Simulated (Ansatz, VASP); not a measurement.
# CuO: VASP beside Ansatz

File INCAR:

```
SYSTEM = CuO
  PREC = Accurate
  ENCUT = 520
  EDIFF = 1E-6
  ISMEAR = -1
  SIGMA = 0.1
  LREAL = .False.
  LASPH = .True.
  NELM = 150
  ALGO = Normal
  ISIF = 2
  LWAVE = .False.
  LCHARG = .False.
  ISPIN = 2
  MAGMOM = 1 -1 0 0
  LORBIT = 11
  LMAXMIX = 4
  LDAU = .True.
  LDAUTYPE = 2
  LDAUL = 2 -1
  LDAUU = 4 0
  LDAUJ = 0 0
  LDAUPRINT = 1
  GGA = PE
  NBANDS = 29
  ISYM = 0
```

The input KPOINTS:

```
regular mesh
0
Gamma
  7 7 4
  0 0 0
```

POSCAR

```
CuO
1.0
    2.3245000000     -1.7191000000      0.0000000000
    2.3245000000      1.7191000000      0.0000000000
   -0.7792200000      0.0000000000      5.1281400000
Cu O
2 2
Direct
    0.0000000000      0.5000000000      0.0000000000
    0.5000000000      0.0000000000      0.5000000000
    0.5830000000      0.4170000000      0.2500000000
    0.4170000000      0.5830000000      0.7500000000
```

Input for Ansatz:

```yaml
crystal:
  lattice:
    - [2.3245, -1.7191, 0.0]
    - [2.3245, 1.7191, 0.0]
    - [-0.77922, 0.0, 5.12814]
  atoms:
    - { symbol: Cu, position: [0.0, 0.5, 0.0], spin: 1.0 }
    - { symbol: Cu, position: [0.5, 0.0, 0.5], spin: -1.0 }
    - { symbol: O, position: [0.583, 0.417, 0.25] }
    - { symbol: O, position: [0.417, 0.583, 0.75] }
  symmetry: { detect: false, time_reversal: true }
magnetization:
  spin_polarized: true
hamiltonian:
  xc: pbe
  pseudopotentials: { kind: paw }
  hubbard: { sites: [{ species: Cu, l: d, u_eff: 4.0 }] }
basis:
  ecutwfc: 420
kpoints:
  mp_grid: { grid: [7, 7, 4] }
scf:
  occupations: { method: fermi_dirac, width: 0.1 }
  lower_state_search: "off"
output:
  forces: true
  stress: true
```

Alike in both runs: task single point; functional PBE; k mesh 7 × 7 × 4; occupations fermi-dirac, width 0.1 eV; collinear spin; Hubbard terms Cu d U = 4.0 eV.

|  | VASP | Ansatz |
| --- | --- | --- |
| version | VASP 6.6.1 | Ansatz 0.2.0 |
| potentials or method | VASP PAW PBE potentials, release 64 (Cu, O), cutoff 520 eV | PAW, plane waves, scalar-relativistic |
| valence electrons in the cell | 34 | 50 |

```tsv
	VASP	Ansatz	Ansatz less VASP
pressure (GPa)	2.2	5.6	+3.37
traceless stress, the component that is largest in VASP (GPa)	-1.99	-1.38	+0.614
rms of the force components (eV/Å)	0.091	0.095	+0.0031
net moment per atom (μB)	0.00	0.00	0.000
size of the moment on the site where the two differ most (μB)	0.57	0.53	-0.043
```

Site moments also hang on the region over which each program counts them. The programs project onto different local orbitals, so the same U acts differently, and such runs can settle in different states. Atom by atom the forces differ by 0.003 eV/Å (rms over components). VASP's potentials hold 34 valence electrons a cell and Ansatz's 50, so a difference there can come from the potentials and not from the codes.
